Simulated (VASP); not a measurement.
# NaH (I4/mmm) in VASP: a series of runs, part 3 of 3

VASP 6.6.1. The steps go on from the part before.

### Step 6. Single point, PBEsol (in-plane strain +0.02, then relaxed in part)

Input file INCAR:

```
SYSTEM = NaH
  ALGO = Normal
  EDIFF = 1E-6
  ENCUT = 500
  GGA = PS
  GGA_COMPAT = .False.
  ISIF = 2
  ISMEAR = 0
  LASPH = .True.
  LCHARG = .False.
  LREAL = .False.
  LWAVE = .False.
  NBANDS = 11
  NELM = 120
  PREC = Accurate
  SIGMA = 0.01
```

Input file KPOINTS:

```
k-points
0
Gamma
  8 8 8
  0 0 0
```

Input file POSCAR:

```
NaH
1.0
    2.4435903826      2.4435903826      0.0000000000
   -2.4435903826      2.4435903826      0.0000000000
    0.0000000000      2.4435903826      2.3696587589
Na H
1 1
Direct
    0.0000000000      0.0000000000      0.0000000000
    0.5000000000      0.5000000000      0.0000000000
```

Potentials or basis: VASP PAW PBE potentials, release 64 (Na_pv, H).

Launch:

```bash
$ cat potpaw_PBE.64/Na_pv/POTCAR potpaw_PBE.64/H/POTCAR > POTCAR
$ mpirun -np 1 vasp_std > vasp.out
```

OUTCAR:

```text
SYSTEM = NaH
   EDIFF = 1E-6
   ENCUT = 500
   GGA = PS
   ISIF = 2
   ISMEAR = 0
   LASPH = .True.
   LREAL = .False.
   NELM = 120
   PREC = Accurate

 ion  position               nearest neighbor table
   1  0.000  0.000  0.000-
   2  0.500  0.500  0.000-

  LATTYP: Found a body centered tetragonal cell.
 ALAT       =     3.4557586600
 C/A-ratio  =     1.3714260700

  Lattice vectors:

 A1 = (   2.4435903826,   0.0000000000,  -2.3696587589)
 A2 = (  -2.4435903826,   0.0000000000,  -2.3696587589)
 A3 = (   0.0000000000,   2.4435903826,   2.3696587589)

Analysis of symmetry for initial positions (statically):
=====================================================================
 Subroutine PRICEL returns:
 Original cell was already a primitive cell.

 Routine SETGRP: Setting up the symmetry group for a
 body centered tetragonal supercell.

 Subroutine GETGRP returns: Found 16 space group operations
 (whereof 16 operations were pure point group operations)
 out of a pool of 16 trial point group operations.

The static configuration has the point symmetry D_4h.

Analysis of symmetry for dynamics (positions and initial velocities):
=====================================================================
 Subroutine PRICEL returns:
 Original cell was already a primitive cell.

 Routine SETGRP: Setting up the symmetry group for a
 body centered tetragonal supercell.

 Subroutine GETGRP returns: Found 16 space group operations
 (whereof 16 operations were pure point group operations)
 out of a pool of 16 trial point group operations.

The dynamic configuration has the point symmetry D_4h.

 Subroutine INISYM returns: Found 16 space group operations
 (whereof 16 operations are pure point group operations),
 and found     1 'primitive' translations

----------------------------------------------------------------------------------------

[... 114 lines left out ...]
  Fermi-wavevector in a.u.,A,eV,Ry     =   1.074436  2.030390 15.706744  1.154413
  Thomas-Fermi vector in A             =   2.210264
   LORBIT       =      0    0 simple, 1 ext, 2 COOP (PROOUT), +10 PAW based schemes
   GGA     = PS    functional components
   LHFCALC =     F    Hartree Fock is set to
   AEXX    =    0.0000 exact exchange contribution
   IVDW    =     0    specifies the selected vdW correction
   LEPSILON=     F    determine dielectric tensor
   LRPA    =     F    only Hartree local field effects (RPA)
 non-spin polarized calculation
 Gauss-broadening in eV      SIGMA  =   0.01
  energy-cutoff  :      500.00
  volume of cell :       28.30
 maximum number of plane-waves:       740
 NGX is ok and might be reduce to    28
   NGX = 13   NGY = 13   NGZ = 13

 number of electron       8.0000000 magnetization

 Free energy of the ion-electron system (eV)
  ---------------------------------------------------
  ext. energy  EPLUGINS =         0.00000000
  ---------------------------------------------------
  free energy    TOTEN  =        -5.08268586 eV

  energy without entropy =       -5.08268586  energy(sigma->0) =       -5.08268586

 E-fermi :  -1.0174     XC(G=0):  -7.8787

 val. band max:       -1.0928356184   @ k =  -0.2500  -0.2500   0.2500
 cond. band min:       2.4595129252   @ k =   0.5000   0.0000   0.0000
 fundamental gap:      3.5523485436
 Fermi energy:        -1.0174462709

 k-point     1 :       0.0000    0.0000    0.0000
  band No.  band energies     occupation
      1     -23.1094      2.00000
      2     -23.1094      2.00000
      3     -23.0996      2.00000
      4      -4.8181      2.00000
      5       9.2695      0.00000
      6      14.2283      0.00000
      7      14.2283      0.00000
      8      14.3844      0.00000
      9      15.2087      0.00000
     10      15.2087      0.00000
     11      15.2360      0.00000
[... 309 lines left out ...]
 k-point    24 :       0.3750    0.0000    0.1250
  band No.  band energies     occupation
      1     -23.1661      2.00000
      2     -23.1187      2.00000
      3     -23.1173      2.00000
      4      -3.2505      2.00000
      5       5.2726      0.00000
      6       8.4209      0.00000
      7      12.6485      0.00000
      8      12.7007      0.00000
      9      15.5333      0.00000
     10      16.2613      0.00000
     11      18.3734      0.00000

 [... further k-points ...]
[... 5 lines left out ...]
  --------------------------------------------------------------------------------------
  -------------------------------------------------------------------------------------
  Total       -0.1774155     -0.1774155     -0.0023255      0.0000000     -0.0000000      0.0000000
  in kB      -10.0445284    -10.0445284     -0.1316625      0.0000000     -0.0000000      0.0000000
  external PRESSURE =      -6.7402397 kB  Pullay stress =       0.0000000 kB

 VOLUME and BASIS-vectors are now :
 -----------------------------------------------------------------------------
  energy-cutoff  :      500.00
  volume of cell :       28.30
      direct lattice vectors                 reciprocal lattice vectors
     2.443590383  2.443590383  0.000000000     0.204616945  0.204616945 -0.211000845
    -2.443590383  2.443590383  0.000000000    -0.204616945  0.204616945 -0.211000845
     0.000000000  2.443590383  2.369658759     0.000000000  0.000000000  0.422001690

 POSITION                                       TOTAL-FORCE (eV/Angst)
 -----------------------------------------------------------------------------------
      0.00000      0.00000      0.00000         0.000000      0.000000      0.000000
      0.00000      2.44359      0.00000        -0.000000     -0.000000      0.000000
 -----------------------------------------------------------------------------------
    total drift:                               -0.000000     -0.000000     -0.000000

  FREE ENERGIE OF THE ION-ELECTRON SYSTEM (eV)
  ---------------------------------------------------
  free  energy   TOTEN  =        -5.0826858637 eV

  energy  without entropy=       -5.0826858637  energy(sigma->0) =       -5.08268586
```

stdout:

```text
POSCAR found type information on POSCAR NaH
 POSCAR found :  2 types and       2 ions
 scaLAPACK will be used
 -----------------------------------------------------------------------------
|                                                                             |
|                                                                             |
|     You enforced a specific xc type in the INCAR file but a different       |
|     I HOPE YOU KNOW WHAT YOU ARE DOING!                                     |
|                                                                             |
 -----------------------------------------------------------------------------

 LDA part: xc-table for (Slater+PW92), standard interpolation
 POSCAR, INCAR and KPOINTS ok, starting setup
 FFT: planning ... GRIDC
 FFT: planning ... GRID_SOFT
 FFT: planning ... GRID
 WAVECAR not read
 entering main loop
```

Run time: 30 s. Hardware: 1 thread of Intel Xeon 8259CL, shared host; peak memory 0.16 GiB.

Results:

```yaml
Free_energy: -5.0827 eV
Pressure: -0.7 GPa
Band_gap_on_the_k_mesh: 3.55 eV, indirect (least direct gap 4.46 eV)
```

Levels at points of the mesh, in eV from the valence-band top:
| k point | band 2 | band 3 | band 4 | band 5 | band 6 | band 7 |
| --- | --- | --- | --- | --- | --- | --- |
| (0.00, 0.00, 0.00) | -22.02 | -22.01 | -3.73 | 10.36 | 15.32 | 15.32 |
| (0.50, 0.00, 0.00) | -22.03 | -22.02 | -0.91 | 3.55 | 10.58 | 12.97 |
| (0.50, 0.50, 0.00) | -22.04 | -22.04 | -0.25 | 4.28 | 9.86 | 10.58 |
| (0.00, 0.00, 0.50) | -22.05 | -22.05 | -0.09 | 4.64 | 9.55 | 10.22 |

Caveat: the cell differs from its parent crystal (in-plane strain +0.02, then relaxed in part); the PAW data sets were made with another functional, which shifts forces and pressure a little. A k mesh can miss the band edges.

### Step 7. Single point, PBEsol (in-plane strain +0.02)

Input file INCAR:

```
SYSTEM = NaH
PREC     = Accurate       ! precision mode
ENCUT    = 500            ! plane-wave cutoff, eV
EDIFF    = 1E-6           ! SCF threshold, eV
ISMEAR   = 0              ! smearing method
SIGMA    = 0.01           ! smearing width, eV
LREAL    = .FALSE.        ! projectors in reciprocal space
LASPH    = .TRUE.         ! aspherical terms in the spheres
NELM     = 120            ! most SCF steps
ALGO     = Normal         ! electronic algorithm
ISIF     = 2              ! what is computed and relaxed
LWAVE    = .FALSE.        ! write WAVECAR
LCHARG   = .FALSE.        ! write CHGCAR
GGA      = PS             ! functional
NBANDS   = 11             ! bands
GGA_COMPAT= .FALSE.
```

Input file KPOINTS:

```
regular mesh
0
G
  8 8 8
  0 0 0
```

Changes to POSCAR since step 6:

```diff
@@ -4,3 +4,3 @@
    -2.4435903826      2.4435903826      0.0000000000
-    0.0000000000      2.4435903826      2.3696587589
+    0.0000000000      2.4435903826      2.3669287236
 Na H
```

Launch:

```bash
$ cat potpaw_PBE.64/Na_pv/POTCAR potpaw_PBE.64/H/POTCAR > POTCAR
$ mpirun -np 1 vasp_std > vasp.out
```

Run time: 32 s. Hardware: 1 thread of Intel Xeon 8259CL, shared host; peak memory 0.16 GiB.

It converged, with:

```yaml
Free_energy: -5.0827 eV
Pressure: -0.6 GPa
Band_gap_on_the_k_mesh: 3.55 eV, indirect (least direct gap 4.46 eV)
```

Stress tensor (GPa, compression positive):
```
-0.99  0.00  0.00
 0.00 -0.99  0.00
 0.00  0.00  0.04
```

Levels at points of the mesh, in eV from the valence-band top:
| k point | band 1 | band 2 | band 3 | band 4 | band 5 | band 6 | band 7 | band 8 | band 9 |
| --- | --- | --- | --- | --- | --- | --- | --- | --- | --- |
| (0.00, 0.00, 0.00) | -22.02 | -22.02 | -22.00 | -3.73 | 10.37 | 15.33 | 15.33 | 15.49 | 16.31 |
| (0.50, 0.00, 0.00) | -22.11 | -22.03 | -22.02 | -0.91 | 3.55 | 10.59 | 12.97 | 13.43 | 15.88 |
| (0.50, 0.50, 0.00) | -22.10 | -22.04 | -22.04 | -0.25 | 4.27 | 9.87 | 10.59 | 10.64 | 11.72 |
| (0.00, 0.00, 0.50) | -22.09 | -22.05 | -22.05 | -0.09 | 4.65 | 9.55 | 10.21 | 10.21 | 11.58 |

Caveat: the cell differs from its parent crystal (in-plane strain +0.02); the PAW data sets were made with another functional, which shifts forces and pressure a little.

### Step 8. The runs side by side

| cell | gap on the mesh (eV) | pressure (GPa) |
| --- | --- | --- |
| a = 3.405, b = 3.405, c = 3.391 Å, angles 59.9, 59.9, 90.0°, 2 atoms | 3.59 | -0.2 |
| a = 3.422, b = 3.422, c = 3.395 Å, angles 59.7, 59.7, 90.0°, 2 atoms | 3.58 | -0.4 |
| a = 3.456, b = 3.456, c = 3.404 Å, angles 59.5, 59.5, 90.0°, 2 atoms | 3.55 | -0.7 |
| a = 3.456, b = 3.456, c = 3.402 Å, angles 59.5, 59.5, 90.0°, 2 atoms | 3.55 | -0.6 |

Alike in all rows: task single point; level PBEsol; potentials or basis VASP PAW PBE potentials, release 64 (Na_pv, H); no spin polarisation; k mesh 8 × 8 × 8; cutoff (eV) 500; smearing gaussian 0.01 eV.

Caveats: the PAW data sets were made with another functional, which shifts forces and pressure a little.

Total energies depend on the potentials used, so only differences within one code and one set of settings carry meaning.
